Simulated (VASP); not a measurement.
# Ga2SeS3: single point with PBE

The system is Ga2SeS3.

```
Ga Se S
1.0
     4.74545    0.00000    0.00000
     0.00000    4.74545    0.00000
     0.00000    0.00000    7.48886
Ga Se S
2 1 3
Direct
  0.50000 0.50000 0.68717
  0.50000 0.50000 0.31283
  0.50000 0.50000 0.00000
  0.50000 0.00000 0.50000
  0.00000 0.50000 0.50000
  0.00000 0.00000 0.50000
```

* Program: VASP 6.6.1
* Task: single point
* Functional: PBE
* Potentials or basis: VASP PAW PBE potentials, release 64 (Ga_d, Se, S)
* Cutoff: 520 eV
* k mesh: 4 × 4 × 4
* Occupations: gaussian, width 0.1 eV
* Spin: no spin polarisation
* Dipole correction: no
* Further INCAR settings: ALGO = Normal; EDIFF = 1e-06; NBANDS = 34

```json
{"Pressure": "-0.1 GPa", "Largest force": "0.007 eV/Å", "Band gap on the k mesh": "zero (band 25 reaches 1.72 eV, above the bottom of band 26 at 0.69 eV)"}
```

Forces on the atoms (eV/Å):
```
Ga   0.000  0.000 -0.007
Ga   0.000  0.000  0.007
Se   0.000  0.000  0.000
S    0.000  0.000  0.000
S    0.000  0.000  0.000
S    0.000  0.000  0.000
```

Stress tensor (GPa, compression positive):
```
-0.33  0.00  0.00
 0.00 -0.33  0.00
 0.00  0.00  0.43
```

Levels at points of the mesh, in eV from the Fermi level:
```
           k point  band 21  band 22  band 23  band 24  band 25  band 26  band 27  band 28  band 29  band 30
(0.00, 0.00, 0.00)    -2.81    -1.70    -0.18    -0.18     0.08     2.26     2.48     2.48     3.71     4.70
(0.50, 0.00, 0.00)    -1.42    -1.32    -0.79    -0.31    -0.12     1.05     2.14     2.93     4.02     4.26
(0.50, 0.50, 0.00)    -1.01    -1.01    -0.90    -0.76    -0.76     0.07     0.72     0.83     3.88     3.88
(0.00, 0.00, 0.50)    -1.71    -1.68    -0.99    -0.46    -0.46     1.80     3.45     3.45     4.70     4.99
(0.50, 0.00, 0.50)    -1.18    -1.10    -0.82    -0.36    -0.17    -0.01     2.60     2.83     3.96     5.59
(0.50, 0.50, 0.50)    -1.79    -0.90    -0.85    -0.85    -0.52    -0.52     0.07     2.70     2.70     3.02
```

Run time: 59 s on 1 thread of Intel(R) Xeon(R) Platinum 8488C (Sapphire Rapids), with other jobs on the host, peak memory 0.3 GiB.
